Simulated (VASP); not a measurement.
Write the native input for VASP 6.6.1 that does the following.

- Task: relaxation of cell and atoms
- Functional: LDA
- Potentials or basis: VASP PAW LDA potentials, release 64 (Ga_d, Sb)
- Cutoff: 600 eV
- k mesh: 6 × 6 × 6
- Occupations: fermi-dirac, width 0.02 eV
- Spin: no spin polarisation
- Dipole correction: no
- Further INCAR settings: ALGO = Normal; EDIFF = 1e-07; IBRION = 2; EDIFFG = -0.005; NSW = 80; ISIF = 3

The structure of GaSb lies in POSCAR:

```
GaSb
1.0
    0.0000000000      3.1099061810      3.1099061810
    3.1099061810      0.0000000000      3.1099061810
    3.1099061810      3.1099061810      0.0000000000
Ga Sb
1 1
Direct
    0.0000000000      0.0000000000      0.0000000000
    0.2500000000      0.2500000000      0.2500000000
```

One way to write it, as run:

INCAR

```
PREC     = Accurate       # precision mode
ENCUT    = 600            # plane-wave cutoff, eV
EDIFF    = 1E-7           # SCF threshold, eV
ISMEAR   = -1             # smearing method
SIGMA    = 0.02           # smearing width, eV
LREAL    = False          # projectors in reciprocal space
LASPH    = True           # aspherical terms in the spheres
NELM     = 80             # most SCF steps
ALGO     = Normal         # electronic algorithm
ISIF     = 3              # what is computed and relaxed
LWAVE    = False          # write WAVECAR
LCHARG   = False          # write CHGCAR
IBRION   = 2              # ionic algorithm
NSW      = 80             # ionic steps
EDIFFG   = -0.005         # ionic threshold
```

KPOINTS

```
regular mesh
0
Gamma
  6 6 6
```

Potentials or basis: VASP PAW LDA potentials, release 64 (Ga_d, Sb).

Run with:

```bash
$ cat potpaw_LDA.64/Ga_d/POTCAR potpaw_LDA.64/Sb/POTCAR > POTCAR
$ mpirun -np 1 vasp_std > vasp.out
```

It gave:

- Relaxed volume: 27.75 Å³/atom
- Relaxed cell: a = 4.282 Å, b = 4.282 Å, c = 4.282 Å, α = 60.00°, β = 60.00°, γ = 60.00°
- Space group after relaxing (to 0.1 Å): F-43m (No. 216)
- Energy gained by relaxing: 27.6 meV/atom
- Ionic steps: 5
- Pressure after relaxing: 0.0 GPa
- Band gap on the k mesh: 0.09 eV

Caveat: spin-orbit coupling is left out, which moves the levels of the heavy elements.

Wall time 88 s on 1 thread of Intel Xeon 8259CL, on a shared host, peak memory 0.18 GiB.
